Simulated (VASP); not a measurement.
Here is a VASP 6.6.1 calculation.

INCAR

```
ALGO = Normal
EDIFF = 1E-6
ENCUT = 520
ISIF = 2
ISMEAR = 0
LASPH = T
LCHARG = F
LREAL = F
LWAVE = F
NBANDS = 10
NELM = 60
PREC = Accurate
SIGMA = 0.15
```

File KPOINTS:

```
k-points
0
Gamma
  8 8 8
```

File POSCAR:

```
Ir
1.0
    0.0000000000      2.0854598384      1.6266586740
    2.0854598384      0.0000000000      1.6266586740
    2.0854598384      2.0854598384      0.0000000000
Ir
1
Direct
    0.0000000000      0.0000000000      0.0000000000
```

Potentials or basis: VASP PAW LDA potentials, release 64 (Ir).

The run is started by

```bash
$ cat potpaw_LDA.64/Ir/POTCAR > POTCAR
$ mpirun -np 1 vasp_std > vasp.out
```

Estimate the pressure.

4.2 GPa.

Stress tensor (GPa, compression positive):
```
-10.25   0.00   0.00
  0.00 -10.25   0.00
  0.00   0.00  33.06
```
